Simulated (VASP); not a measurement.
# Na2S (Fm-3m) in VASP: density of states with PBE

Aim: the density of states of Na2S with PBE.

Program: VASP 6.6.1. These are calculated values, not measurements. Logs are shortened: lines on timing, memory, paths and dates and some standing lists are left out, and cuts for length are marked.

### Step 1. The cell of the first run

Symmetry: Fm-3m, No. 225, cubic system. The conventional cell has a = 6.526 Å, b = 6.526 Å, c = 6.526 Å, α = 90.00°, β = 90.00°, γ = 90.00°. Within 3.7 Å of Na (site symmetry -43m) lie 4 S at 2.83 Å and 6 Na at 3.26 Å. Within 3.7 Å of S (site symmetry m-3m) lie 8 Na at 2.83 Å.

### Step 2. Density of states, PBE

File POSCAR:

```
Na2S
1.0
    0.0000000000      3.2630000000      3.2630000000
    3.2630000000      0.0000000000      3.2630000000
    3.2630000000      3.2630000000      0.0000000000
Na S
2 1
Direct
    0.2500000000      0.2500000000      0.2500000000
    0.7500000000      0.7500000000      0.7500000000
    0.0000000000      0.0000000000      0.0000000000
```

File INCAR.step1:

```
SYSTEM = Na2S
  PREC = Accurate
  ENCUT = 400
  EDIFF = 1E-6
  ISMEAR = -1
  SIGMA = 0.02
  LREAL = .FALSE.
  LASPH = .TRUE.
  NELM = 120
  ALGO = Normal
  ISIF = 2
  LWAVE = .FALSE.
  LCHARG = .TRUE.
  GGA = PE
  NBANDS = 17
  GGA_COMPAT = .FALSE.
  NEDOS = 2001
  LORBIT = 11
```

File KPOINTS.step1:

```
Automatic mesh
0
G
  8 8 8
  0 0 0
```

File INCAR.step2:

```
SYSTEM = Na2S
  PREC = Accurate
  ENCUT = 400
  EDIFF = 1E-6
  ISMEAR = -5
  SIGMA = 0.02
  LREAL = .FALSE.
  LASPH = .TRUE.
  NELM = 120
  ALGO = Normal
  ISIF = 2
  LWAVE = .FALSE.
  LCHARG = .FALSE.
  GGA = PE
  LORBIT = 11
  NBANDS = 17
  NEDOS = 2001
  ICHARG = 11
  GGA_COMPAT = .FALSE.
```

File KPOINTS.step2:

```
Automatic mesh
0
G
  12 12 12
  0 0 0
```

Potentials or basis: VASP PAW PBE potentials, release 64 (Na_pv, S).

Launch:

```console
$ cat potpaw_PBE.64/Na_pv/POTCAR potpaw_PBE.64/S/POTCAR > POTCAR
$ cp INCAR.step1 INCAR
$ cp KPOINTS.step1 KPOINTS
$ mpirun -np 1 vasp_std > vasp.out
$ cp INCAR.step2 INCAR
$ cp KPOINTS.step2 KPOINTS
$ mpirun -np 1 vasp_std > vasp.out
```

OUTCAR:

```text
SYSTEM = Na2S
   PREC = Accurate
   ENCUT = 400
   EDIFF = 1E-6
   ISMEAR = -5
   LREAL = .FALSE.
   LASPH = .TRUE.
   NELM = 120
   ISIF = 2
   GGA = PE
   LORBIT = 11
   ICHARG = 11

 ion  position               nearest neighbor table
   1  0.250  0.250  0.250-
   2  0.750  0.750  0.750-
   3  0.000  0.000  0.000-

  LATTYP: Found a face centered cubic cell.
 ALAT       =     6.5260000000

  Lattice vectors:

 A1 = (   0.0000000000,   3.2630000000,   3.2630000000)
 A2 = (   3.2630000000,   0.0000000000,   3.2630000000)
 A3 = (   3.2630000000,   3.2630000000,   0.0000000000)

Analysis of symmetry for initial positions (statically):
=====================================================================
 Subroutine PRICEL returns:
 Original cell was already a primitive cell.

 Routine SETGRP: Setting up the symmetry group for a
 face centered cubic supercell.

 Subroutine GETGRP returns: Found 48 space group operations
 (whereof 48 operations were pure point group operations)
 out of a pool of 48 trial point group operations.

The static configuration has the point symmetry O_h .

Analysis of symmetry for dynamics (positions and initial velocities):
=====================================================================
 Subroutine PRICEL returns:
 Original cell was already a primitive cell.

 Routine SETGRP: Setting up the symmetry group for a
 face centered cubic supercell.

 Subroutine GETGRP returns: Found 48 space group operations
 (whereof 48 operations were pure point group operations)
 out of a pool of 48 trial point group operations.

The dynamic configuration has the point symmetry O_h .

 Subroutine INISYM returns: Found 48 space group operations
 (whereof 48 operations are pure point group operations),
 and found     1 'primitive' translations

----------------------------------------------------------------------------------------

                                     Primitive cell

  volume of cell :      69.4834

  direct lattice vectors                    reciprocal lattice vectors
     0.000000000  3.263000000  3.263000000    -0.153233221  0.153233221  0.153233221
     3.263000000  0.000000000  3.263000000     0.153233221 -0.153233221  0.153233221
     3.263000000  3.263000000  0.000000000     0.153233221  0.153233221 -0.153233221

  length of vectors
     4.614578854  4.614578854  4.614578854     0.265407724  0.265407724  0.265407724

  position of ions in fractional coordinates (direct lattice)
     0.250000000  0.250000000  0.250000000
     0.750000000  0.750000000  0.750000000
     0.000000000  0.000000000  0.000000000

  ion indices of the primitive-cell ions
   primitive index   ion index
                 1           1
                 2           2
                 3           3

----------------------------------------------------------------------------------------

 KPOINTS: Automatic mesh

Automatic generation of k-mesh.
 Grid dimensions read from file:
 generate k-points for:   12   12   12

 Generating k-lattice:

  Cartesian coordinates                     Fractional coordinates (reciprocal lattice)
    -0.012769435  0.012769435  0.012769435     0.083333333  0.000000000  0.000000000
     0.012769435 -0.012769435  0.012769435     0.000000000  0.083333333  0.000000000
     0.012769435  0.012769435 -0.012769435     0.000000000  0.000000000  0.083333333

  Length of vectors
     0.022117310  0.022117310  0.022117310

  Shift w.r.t. Gamma in fractional coordinates (k-lattice)
     0.000000000  0.000000000  0.000000000

 TETIRR: Found    247 inequivalent tetrahedra from    10368

 Subroutine IBZKPT returns following result:
 ===========================================

 Found     72 irreducible k-points:

 Following reciprocal coordinates:
            Coordinates               Weight
  0.000000  0.000000  0.000000      1.000000
  0.083333  0.000000  0.000000      8.000000
  0.166667  0.000000  0.000000      8.000000
  0.250000  0.000000  0.000000      8.000000
  0.333333  0.000000  0.000000      8.000000
  0.416667  0.000000  0.000000      8.000000
[... 16 lines left out ...]
  0.500000  0.166667  0.000000     24.000000
 -0.416667  0.166667  0.000000     24.000000
 [... further k-points ...]
   k-points           NKPTS =     72   k-points in BZ     NKDIM =     72   number of bands    NBANDS=     17
   number of dos      NEDOS =   2001   number of ions     NIONS =      3
   total plane-waves  NPLWV =  27000
   dimension x,y,z NGX =    30 NGY =   30 NGZ =   30
   dimension x,y,z NGXF=    60 NGYF=   60 NGZF=   60
   ions per type =               2   1
   NGX,Y,Z   is equivalent  to a cutoff of  10.81, 10.81, 10.81 a.u.
   NGXF,Y,Z  is equivalent  to a cutoff of  21.62, 21.62, 21.62 a.u.
 SYSTEM =  Na2S
   PREC   = accura    normal or accurate (medium, high low for compatibility)
   ISTART =      0    job   : 0-new  1-cont  2-samecut
   ICHARG =     11    charge: 1-file 2-atom 10-const
   ISPIN  =      1    spin polarized calculation?
   LNONCOLLINEAR =      F non collinear calculations
   LSORBIT =      F    spin-orbit coupling
   LASPH  =      T    aspherical Exc in radial PAW
   ENCUT  =  400.0 eV  29.40 Ry    5.42 a.u.   7.53  7.53  7.53*2*pi/ulx,y,z
   NELM   =    120;   NELMIN=  2; NELMDL=  0     # of ELM steps
   EDIFF  = 0.1E-05   stopping-criterion for ELM
   LREAL  =      F    real-space projection
   EDIFFG = 0.1E-04   stopping-criterion for IOM
   NSW    =      0    number of steps for IOM
   IBRION =     -1    ionic relax: 0-MD 1-quasi-New 2-CG
   NFREE  =      0    steps in history (QN), initial steepest desc. (CG)
   ISIF   =      2    stress and relaxation
   ISYM   =      2    0-nonsym 1-usesym 2-fastsym
   POTIM  = 0.5000    time-step for ionic-motion
   TEBEG  =    0.0;   TEEND  =   0.0 temperature during run
   PSTRESS=    0.0 pullay stress
   NELECT =      20.0000    total number of electrons
   NUPDOWN=      -1.0000    fix difference up-down
   EMIN   =  10.00;   EMAX   =-10.00  energy-range for DOS
   EFERMI =   0.00;   METHOD = LEGACY
   ISMEAR =    -5;   SIGMA  =   0.02  broadening in eV -4-tet -1-fermi 0-gaus
   EFERMI_NEDOS =   21; number of points for ismear=-14 and -15
   IALGO  =     38    algorithm
   IMIX   =      4    mixing-type and parameters
     AMIX     =   0.40;   BMIX     =  1.00
     AMIX_MAG =   1.60;   BMIX_MAG =  1.00
  volume/ion in A,a.u.               =      23.16       156.30
  Fermi-wavevector in a.u.,A,eV,Ry     =   1.080914  2.042631 15.896704  1.168375
  Thomas-Fermi vector in A             =   2.216917
   LORBIT       =     11    0 simple, 1 ext, 2 COOP (PROOUT), +10 PAW based schemes
   GGA     = PE    functional components
   LHFCALC =     F    Hartree Fock is set to
   AEXX    =    0.0000 exact exchange contribution
   IVDW    =     0    specifies the selected vdW correction
   LEPSILON=     F    determine dielectric tensor
   LRPA    =     F    only Hartree local field effects (RPA)
 non-spin polarized calculation
 Fermi weights with tetrahedron method with Bloechl corrections
  energy-cutoff  :      400.00
  volume of cell :       69.48
 maximum number of plane-waves:      1283

 number of electron      19.9999969 magnetization

 Free energy of the ion-electron system (eV)
  ---------------------------------------------------
  ext. energy  EPLUGINS =         0.00000000
  ---------------------------------------------------
  free energy    TOTEN  =        -9.97318688 eV

  energy without entropy =       -9.97318688  energy(sigma->0) =       -9.97318688

 E-fermi :   0.2202     XC(G=0):  -7.8491

 val. band max:        0.2180634332   @ k =   0.0000   0.0000   0.0000
 cond. band min:       2.7243501262   @ k =   0.0000   0.0000   0.0000
 fundamental gap:      2.5062866931
 Fermi energy:         0.2201533118

 k-point     1 :       0.0000    0.0000    0.0000
  band No.  band energies     occupation
      1     -22.0067      2.00000
      2     -22.0067      2.00000
      3     -22.0066      2.00000
      4     -21.9517      2.00000
      5     -21.9517      2.00000
      6     -21.9517      2.00000
[... 9 lines left out ...]
     16       9.5890      0.00000
     17      11.4742      0.00000

 k-point     2 :       0.0833    0.0000    0.0000
  band No.  band energies     occupation
      1     -22.0063      2.00000
      2     -22.0059      2.00000
      3     -22.0059      2.00000
      4     -21.9534      2.00000
      5     -21.9527      2.00000
      6     -21.9527      2.00000
[... 9 lines left out ...]
     16       9.3660      0.00000
     17      11.2439      0.00000

 k-point     3 :       0.1667    0.0000    0.0000
  band No.  band energies     occupation
      1     -22.0045      2.00000
      2     -22.0034      2.00000
      3     -22.0034      2.00000
      4     -21.9576      2.00000
      5     -21.9557      2.00000
      6     -21.9557      2.00000
[... 9 lines left out ...]
     16       9.1386      0.00000
     17      10.8314      0.00000

 k-point     4 :       0.2500    0.0000    0.0000
  band No.  band energies     occupation
      1     -22.0013      2.00000
      2     -21.9992      2.00000
      3     -21.9992      2.00000
      4     -21.9638      2.00000
      5     -21.9605      2.00000
      6     -21.9605      2.00000
[... 9 lines left out ...]
     16       9.3846      0.00000
     17      10.5739      0.00000

 k-point     5 :       0.3333    0.0000    0.0000
  band No.  band energies     occupation
      1     -21.9973      2.00000
      2     -21.9937      2.00000
      3     -21.9937      2.00000
      4     -21.9708      2.00000
      5     -21.9664      2.00000
      6     -21.9664      2.00000
[... 9 lines left out ...]
     16      10.0075      0.00000
     17      10.6376      0.00000

 k-point     6 :       0.4167    0.0000    0.0000
  band No.  band energies     occupation
      1     -21.9923      2.00000
      2     -21.9873      2.00000
      3     -21.9873      2.00000
      4     -21.9779      2.00000
      5     -21.9730      2.00000
      6     -21.9730      2.00000
[... 9 lines left out ...]
     16      10.8491      0.00000
     17      11.0454      0.00000

 k-point     7 :       0.5000    0.0000    0.0000
  band No.  band energies     occupation
      1     -21.9882      2.00000
      2     -21.9828      2.00000
      3     -21.9811      2.00000
      4     -21.9811      2.00000
      5     -21.9795      2.00000
      6     -21.9795      2.00000
[... 9 lines left out ...]
     16      11.6568      0.00000
     17      11.6581      0.00000

 k-point     8 :       0.0833    0.0833    0.0000
  band No.  band energies     occupation
      1     -22.0075      2.00000
      2     -22.0075      2.00000
      3     -22.0022      2.00000
      4     -21.9573      2.00000
      5     -21.9512      2.00000
      6     -21.9512      2.00000
[... 9 lines left out ...]
     16       9.6809      0.00000
     17      11.6331      0.00000
[... 203 lines left out ...]
      1     -22.0098      2.00000
      2     -22.0098      2.00000
      3     -21.9898      2.00000
      4     -21.9725      2.00000
      5     -21.9500      2.00000
      6     -21.9500      2.00000
[... 9 lines left out ...]
     16       9.9555      0.00000
     17      12.0863      0.00000

 k-point    20 :       0.2500    0.1667    0.0000
  band No.  band energies     occupation
      1     -22.0102      2.00000
      2     -22.0099      2.00000
      3     -21.9823      2.00000
      4     -21.9815      2.00000
      5     -21.9506      2.00000
      6     -21.9504      2.00000
[... 9 lines left out ...]
     16      10.1452      0.00000
     17      11.8021      0.00000

 k-point    21 :       0.3333    0.1667    0.0000
  band No.  band energies     occupation
      1     -22.0091      2.00000
      2     -22.0081      2.00000
      3     -21.9913      2.00000
      4     -21.9736      2.00000
      5     -21.9533      2.00000
      6     -21.9526      2.00000
[... 9 lines left out ...]
     16      10.6075      0.00000
     17      11.5653      0.00000

 k-point    22 :       0.4167    0.1667    0.0000
  band No.  band energies     occupation
      1     -22.0068      2.00000
      2     -22.0043      2.00000
      3     -21.9994      2.00000
      4     -21.9659      2.00000
      5     -21.9581      2.00000
      6     -21.9566      2.00000
[... 9 lines left out ...]
     16      11.3638      0.00000
     17      11.6858      0.00000

 k-point    23 :       0.5000    0.1667    0.0000
  band No.  band energies     occupation
      1     -22.0077      2.00000
      2     -22.0009      2.00000
      3     -21.9989      2.00000
      4     -21.9645      2.00000
      5     -21.9622      2.00000
      6     -21.9589      2.00000
[... 9 lines left out ...]
     16      11.6519      0.00000
     17      12.2529      0.00000

 k-point    24 :      -0.4167    0.1667    0.0000
  band No.  band energies     occupation
      1     -22.0120      2.00000
      2     -21.9956      2.00000
      3     -21.9920      2.00000
      4     -21.9714      2.00000
      5     -21.9689      2.00000
      6     -21.9534      2.00000
[... 9 lines left out ...]
     16      10.6436      0.00000
     17      11.9086      0.00000

 [... further k-points ...]
[... 5 lines left out ...]
  --------------------------------------------------------------------------------------
  -------------------------------------------------------------------------------------
  Total        0.1709770      0.1709770      0.1709770      0.0000000      0.0000000     -0.0000000
  in kB        3.9424584      3.9424584      3.9424584      0.0000000      0.0000000     -0.0000000
  external PRESSURE =       3.9424584 kB  Pullay stress =       0.0000000 kB

 VOLUME and BASIS-vectors are now :
 -----------------------------------------------------------------------------
  energy-cutoff  :      400.00
  volume of cell :       69.48
      direct lattice vectors                 reciprocal lattice vectors
     0.000000000  3.263000000  3.263000000    -0.153233221  0.153233221  0.153233221
     3.263000000  0.000000000  3.263000000     0.153233221 -0.153233221  0.153233221
     3.263000000  3.263000000  0.000000000     0.153233221  0.153233221 -0.153233221

 POSITION                                       TOTAL-FORCE (eV/Angst)
 -----------------------------------------------------------------------------------
      1.63150      1.63150      1.63150         0.000000      0.000000      0.000000
      4.89450      4.89450      4.89450        -0.000000     -0.000000     -0.000000
      0.00000      0.00000      0.00000         0.000000      0.000000      0.000000
 -----------------------------------------------------------------------------------
    total drift:                                0.000000     -0.000000      0.000000

  FREE ENERGIE OF THE ION-ELECTRON SYSTEM (eV)
  ---------------------------------------------------
  free  energy   TOTEN  =        -9.9731868780 eV

  energy  without entropy=       -9.9731868780  energy(sigma->0) =       -9.97318688

 total charge

# of ion       s       p       d       tot
------------------------------------------
    1        0.067   5.988   0.000   6.055
    2        0.067   5.988   0.000   6.055
    3        1.311   2.433   0.000   3.744
--------------------------------------------------
tot          1.444  14.409   0.000  15.854
```

It took 36 s on 1 thread of AMD EPYC 9R45 (Zen 5), shared host; peak memory 0.15 GiB.

Results:

| Item | Value |
| --- | --- |
| Valence electrons inside the program's atomic spheres | Na 6.05; S 3.74 |
